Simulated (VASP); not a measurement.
# Sc (P4/nmm) in VASP: notebook

Sc is run at these levels: PBE, PBEsol; tasks: single point.

Program: VASP 6.6.1. These are calculated values, not measurements. Logs are shortened: lines on timing, memory, paths and dates and some standing lists are left out, and cuts for length are marked.

## Step 1: The cell of the first run

The structure is tetragonal, space group P4/nmm (No. 129). Conventional cell: a = 5.479 Å, b = 5.479 Å, c = 3.523 Å, α = 90.00°, β = 90.00°, γ = 90.00°. Sc (site symmetry -4m2) has 14 Sc at 3.20 to 3.87 Å within 4.2 Å. Sc (site symmetry 4mm) has 14 Sc at 3.20 to 3.88 Å within 4.2 Å.

## Step 2: Single point, PBE (strained)

INCAR reads:

```
PREC = Accurate
ENCUT = 520
EDIFF = 1E-7
ISMEAR = 0
SIGMA = 0.1
LREAL = F
LASPH = T
NELM = 100
ALGO = Fast
ISIF = 2
LWAVE = F
LCHARG = F
GGA = PE
NBANDS = 30
```

KPOINTS reads:

```
regular mesh
0
Gamma
  8 8 12
```

POSCAR reads:

```
Sc
1.0
    5.4791802839      0.0000000000      0.0000000000
    0.0000000000      5.4791802839      0.0000000000
    0.0000000000      0.0000000000      3.5225289365
Sc
4
Direct
    0.5000000000      0.5000000000      0.0000000000
    0.0000000000      0.0000000000      0.0000000000
    0.5000000000      0.0000000000      0.4709116526
    0.0000000000      0.5000000000      0.5290883474
```

Potentials or basis: VASP PAW PBE potentials, release 64 (Sc_sv).

Command:

```console
cat potpaw_PBE.64/Sc_sv/POTCAR > POTCAR
mpirun -np 1 vasp_std > vasp.out
```

OUTCAR:

```text
PREC = Accurate
   ENCUT = 520
   EDIFF = 1E-7
   ISMEAR = 0
   LREAL = F
   LASPH = T
   NELM = 100
   ISIF = 2
   GGA = PE

 ion  position               nearest neighbor table
   1  0.500  0.500  0.000-   3 3.20   4 3.20   3 3.20   4 3.20   4 3.31   3 3.31   4 3.31   3 3.31

   2  0.000  0.000  0.000-   3 3.20   4 3.20   4 3.20   3 3.20   4 3.31   4 3.31   3 3.31   3 3.31

   3  0.500  0.000  0.471-   1 3.20   2 3.20   1 3.20   2 3.20   1 3.31   1 3.31   2 3.31   2 3.31

   4  0.000  0.500  0.529-   1 3.20   2 3.20   2 3.20   1 3.20   1 3.31   2 3.31   2 3.31   1 3.31

  LATTYP: Found a simple tetragonal cell.
 ALAT       =     5.4791802839
 C/A-ratio  =     0.6428934173

  Lattice vectors:

 A1 = (   5.4791802839,   0.0000000000,   0.0000000000)
 A2 = (   0.0000000000,   5.4791802839,   0.0000000000)
 A3 = (   0.0000000000,   0.0000000000,   3.5225289365)

Analysis of symmetry for initial positions (statically):
=====================================================================
 Subroutine PRICEL returns:
 Original cell was already a primitive cell.

 Routine SETGRP: Setting up the symmetry group for a
 simple tetragonal supercell.

 Subroutine GETGRP returns: Found 16 space group operations
 (whereof  8 operations were pure point group operations)
 out of a pool of 16 trial point group operations.

The static configuration has the point symmetry D_2d.
 The point group associated with its full space group is D_4h.

Analysis of symmetry for dynamics (positions and initial velocities):
=====================================================================
 Subroutine PRICEL returns:
 Original cell was already a primitive cell.

 Routine SETGRP: Setting up the symmetry group for a
 simple tetragonal supercell.

 Subroutine GETGRP returns: Found 16 space group operations
 (whereof  8 operations were pure point group operations)
 out of a pool of 16 trial point group operations.

The dynamic configuration has the point symmetry D_2d.
 The point group associated with its full space group is D_4h.

 Subroutine INISYM returns: Found 16 space group operations
 (whereof  8 operations are pure point group operations),
 and found     1 'primitive' translations

----------------------------------------------------------------------------------------

                                     Primitive cell

  volume of cell :     105.7513

  direct lattice vectors                    reciprocal lattice vectors
     5.479180284  0.000000000  0.000000000     0.182509052  0.000000000  0.000000000
     0.000000000  5.479180284  0.000000000     0.000000000  0.182509052  0.000000000
     0.000000000  0.000000000  3.522528937     0.000000000  0.000000000  0.283886951

  length of vectors
     5.479180284  5.479180284  3.522528937     0.182509052  0.182509052  0.283886951

  position of ions in fractional coordinates (direct lattice)
     0.500000000  0.500000000  0.000000000
     0.000000000  0.000000000  0.000000000
     0.500000000  0.000000000  0.470911653
     0.000000000  0.500000000  0.529088347

  ion indices of the primitive-cell ions
   primitive index   ion index
                 1           1
                 2           2
                 3           3
                 4           4

----------------------------------------------------------------------------------------

 KPOINTS: regular mesh

Automatic generation of k-mesh.
 Grid dimensions read from file:
 generate k-points for:    8    8   12

 Generating k-lattice:

  Cartesian coordinates                     Fractional coordinates (reciprocal lattice)
     0.022813632  0.000000000  0.000000000     0.125000000  0.000000000  0.000000000
     0.000000000  0.022813632  0.000000000     0.000000000  0.125000000  0.000000000
     0.000000000  0.000000000  0.023657246     0.000000000  0.000000000  0.083333333

  Length of vectors
     0.022813632  0.022813632  0.023657246

  Shift w.r.t. Gamma in fractional coordinates (k-lattice)
     0.000000000  0.000000000  0.000000000

 Subroutine IBZKPT returns following result:
 ===========================================

 Found    105 irreducible k-points:

 Following reciprocal coordinates:
            Coordinates               Weight
  0.000000  0.000000  0.000000      1.000000
  0.125000  0.000000  0.000000      4.000000
  0.250000  0.000000  0.000000      4.000000
  0.375000  0.000000  0.000000      4.000000
  0.500000  0.000000  0.000000      2.000000
  0.125000  0.125000  0.000000      4.000000
[... 16 lines left out ...]
  0.375000  0.125000  0.083333     16.000000
  0.500000  0.125000  0.083333      8.000000
 [... further k-points ...]
   k-points           NKPTS =    105   k-points in BZ     NKDIM =    105   number of bands    NBANDS=     30
   number of dos      NEDOS =    301   number of ions     NIONS =      4
   total plane-waves  NPLWV =  49392
   dimension x,y,z NGX =    42 NGY =   42 NGZ =   28
   dimension x,y,z NGXF=    84 NGYF=   84 NGZF=   56
   ions per type =               4
   NGX,Y,Z   is equivalent  to a cutoff of  12.74, 12.74, 13.21 a.u.
   NGXF,Y,Z  is equivalent  to a cutoff of  25.49, 25.49, 26.43 a.u.
 SYSTEM =  unknown system
   PREC   = accura    normal or accurate (medium, high low for compatibility)
   ISTART =      0    job   : 0-new  1-cont  2-samecut
   ICHARG =      2    charge: 1-file 2-atom 10-const
   ISPIN  =      1    spin polarized calculation?
   LNONCOLLINEAR =      F non collinear calculations
   LSORBIT =      F    spin-orbit coupling
   LASPH  =      T    aspherical Exc in radial PAW
   ENCUT  =  520.0 eV  38.22 Ry    6.18 a.u.  10.19 10.19  6.55*2*pi/ulx,y,z
   NELM   =    100;   NELMIN=  2; NELMDL= -5     # of ELM steps
   EDIFF  = 0.1E-06   stopping-criterion for ELM
   LREAL  =      F    real-space projection
   EDIFFG = 0.1E-05   stopping-criterion for IOM
   NSW    =      0    number of steps for IOM
   IBRION =     -1    ionic relax: 0-MD 1-quasi-New 2-CG
   NFREE  =      0    steps in history (QN), initial steepest desc. (CG)
   ISIF   =      2    stress and relaxation
   ISYM   =      2    0-nonsym 1-usesym 2-fastsym
   POTIM  = 0.5000    time-step for ionic-motion
   TEBEG  =    0.0;   TEEND  =   0.0 temperature during run
   PSTRESS=    0.0 pullay stress
   NELECT =      44.0000    total number of electrons
   NUPDOWN=      -1.0000    fix difference up-down
   EMIN   =  10.00;   EMAX   =-10.00  energy-range for DOS
   EFERMI =   0.00;   METHOD = LEGACY
   ISMEAR =     0;   SIGMA  =   0.10  broadening in eV -4-tet -1-fermi 0-gaus
   EFERMI_NEDOS =   21; number of points for ismear=-14 and -15
   IALGO  =     68    algorithm
   IMIX   =      4    mixing-type and parameters
     AMIX     =   0.40;   BMIX     =  1.00
     AMIX_MAG =   1.60;   BMIX_MAG =  1.00
  volume/ion in A,a.u.               =      26.44       178.41
  Fermi-wavevector in a.u.,A,eV,Ry     =   1.222167  2.309560 20.322908  1.493692
  Thomas-Fermi vector in A             =   2.357323
   LORBIT       =      0    0 simple, 1 ext, 2 COOP (PROOUT), +10 PAW based schemes
   GGA     = PE    functional components
   LHFCALC =     F    Hartree Fock is set to
   AEXX    =    0.0000 exact exchange contribution
   IVDW    =     0    specifies the selected vdW correction
   LEPSILON=     F    determine dielectric tensor
   LRPA    =     F    only Hartree local field effects (RPA)
 non-spin polarized calculation
 RMM-DIIS sequential band-by-band and
 Gauss-broadening in eV      SIGMA  =   0.10
  energy-cutoff  :      520.00
  volume of cell :      105.75
 maximum number of plane-waves:      2881
 NGX is ok and might be reduce to    42
   NGX = 21   NGY = 21   NGZ = 13

 number of electron      43.9999990 magnetization

 Free energy of the ion-electron system (eV)
  ---------------------------------------------------
  ext. energy  EPLUGINS =         0.00000000
  ---------------------------------------------------
  free energy    TOTEN  =       -24.51503970 eV

  energy without entropy =      -24.46191263  energy(sigma->0) =      -24.48847616

 E-fermi :   3.3760     XC(G=0):  -9.6051

 val. band max:        3.3757388778   @ k =   0.5000   0.2500   0.5000
 cond. band min:       3.3775928685   @ k =   0.0000   0.0000   0.0833
 fundamental gap:      0.0018539908
 Fermi energy:         3.3759578273

 k-point     1 :       0.0000    0.0000    0.0000
  band No.  band energies     occupation
      1     -46.3891      2.00000
      2     -46.3482      2.00000
      3     -46.3417      2.00000
      4     -46.3086      2.00000
      5     -25.1518      2.00000
      6     -25.1518      2.00000
[... 22 lines left out ...]
     29       5.5493      0.00000
     30       5.6047      0.00000

 k-point     2 :       0.1250    0.0000    0.0000
  band No.  band energies     occupation
      1     -46.3875      2.00000
      2     -46.3487      2.00000
      3     -46.3415      2.00000
      4     -46.3099      2.00000
      5     -25.1489      2.00000
      6     -25.1403      2.00000
[... 22 lines left out ...]
     29       5.4641      0.00000
     30       5.5747      0.00000

 k-point     3 :       0.2500    0.0000    0.0000
  band No.  band energies     occupation
      1     -46.3827      2.00000
      2     -46.3522      2.00000
      3     -46.3388      2.00000
      4     -46.3139      2.00000
      5     -25.1407      2.00000
      6     -25.1073      2.00000
[... 22 lines left out ...]
     29       5.2717      0.00000
     30       5.5696      0.00000

 k-point     4 :       0.3750    0.0000    0.0000
  band No.  band energies     occupation
      1     -46.3756      2.00000
      2     -46.3590      2.00000
      3     -46.3333      2.00000
      4     -46.3197      2.00000
      5     -25.1283      2.00000
      6     -25.0991      2.00000
[... 22 lines left out ...]
     29       5.3980      0.00000
     30       5.4320      0.00000

 k-point     5 :       0.5000    0.0000    0.0000
  band No.  band energies     occupation
      1     -46.3673      2.00000
      2     -46.3673      2.00000
      3     -46.3266      2.00000
      4     -46.3266      2.00000
      5     -25.1137      2.00000
      6     -25.1137      2.00000
[... 22 lines left out ...]
     29       5.3121      0.00000
     30       5.4021      0.00000
[... 526 lines left out ...]
     29       5.5117      0.00000
     30       5.5794      0.00000

 k-point    22 :       0.2500    0.1250    0.0833
  band No.  band energies     occupation
      1     -46.3796      2.00000
      2     -46.3505      2.00000
      3     -46.3398      2.00000
      4     -46.3159      2.00000
      5     -25.1248      2.00000
      6     -25.1021      2.00000
[... 22 lines left out ...]
     29       5.3244      0.00000
     30       5.5169      0.00000

 k-point    23 :       0.3750    0.1250    0.0833
  band No.  band energies     occupation
      1     -46.3727      2.00000
      2     -46.3567      2.00000
      3     -46.3347      2.00000
      4     -46.3215      2.00000
      5     -25.1133      2.00000
      6     -25.0865      2.00000
[... 22 lines left out ...]
     29       5.3812      0.00000
     30       5.4349      0.00000

 k-point    24 :       0.5000    0.1250    0.0833
  band No.  band energies     occupation
      1     -46.3647      2.00000
      2     -46.3647      2.00000
      3     -46.3282      2.00000
      4     -46.3282      2.00000
      5     -25.0998      2.00000
      6     -25.0998      2.00000
[... 22 lines left out ...]
     29       5.3594      0.00000
     30       5.3792      0.00000

 [... further k-points ...]

------------------------ aborting loop because EDIFF is reached ----------------------------------------

  FORCE on cell =-STRESS in cart. coord.  units (eV):
  Direction    XX          YY          ZZ          XY          YZ          ZX
  --------------------------------------------------------------------------------------
  -------------------------------------------------------------------------------------
  Total       -2.0295735     -2.0295735     -1.7855248      0.0000000      0.0000000      0.0000000
  in kB      -30.7489026    -30.7489026    -27.0514613      0.0000000      0.0000000      0.0000000
  external PRESSURE =     -29.5164222 kB  Pullay stress =       0.0000000 kB

 VOLUME and BASIS-vectors are now :
 -----------------------------------------------------------------------------
  energy-cutoff  :      520.00
  volume of cell :      105.75
      direct lattice vectors                 reciprocal lattice vectors
     5.479180284  0.000000000  0.000000000     0.182509052  0.000000000  0.000000000
     0.000000000  5.479180284  0.000000000     0.000000000  0.182509052  0.000000000
     0.000000000  0.000000000  3.522528937     0.000000000  0.000000000  0.283886951

 POSITION                                       TOTAL-FORCE (eV/Angst)
 -----------------------------------------------------------------------------------
      2.73959      2.73959      0.00000         0.000000     -0.000000      0.000000
      0.00000      0.00000      0.00000        -0.000000      0.000000      0.000000
      2.73959      0.00000      1.65880        -0.000000      0.000000      0.210689
      0.00000      2.73959      1.86373         0.000000      0.000000     -0.210689
 -----------------------------------------------------------------------------------
    total drift:                                0.000000     -0.000000      0.000000

  FREE ENERGIE OF THE ION-ELECTRON SYSTEM (eV)
  ---------------------------------------------------
  free  energy   TOTEN  =       -24.5150396965 eV

  energy  without entropy=      -24.4619126263  energy(sigma->0) =      -24.48847616
```

Run time: 3.9 min. Hardware: 1 thread of AMD EPYC 9R45 (Zen 5), shared host; peak memory 0.35 GiB.

What came out:

```yaml
Free_energy: -24.5150 eV
Pressure: -3.0 GPa
Largest_force: 0.211 eV/Å
Band_gap_on_the_k_mesh: zero (bands 22 and 23 overlap by 0.74 eV)
```

Forces on the atoms (eV/Å):
```
Sc   0.000  0.000  0.000
Sc   0.000  0.000  0.000
Sc   0.000  0.000  0.211
Sc   0.000  0.000 -0.211
```

Caveat: the cell differs from its parent crystal (strained).

(Continued in part 2 of 2.)
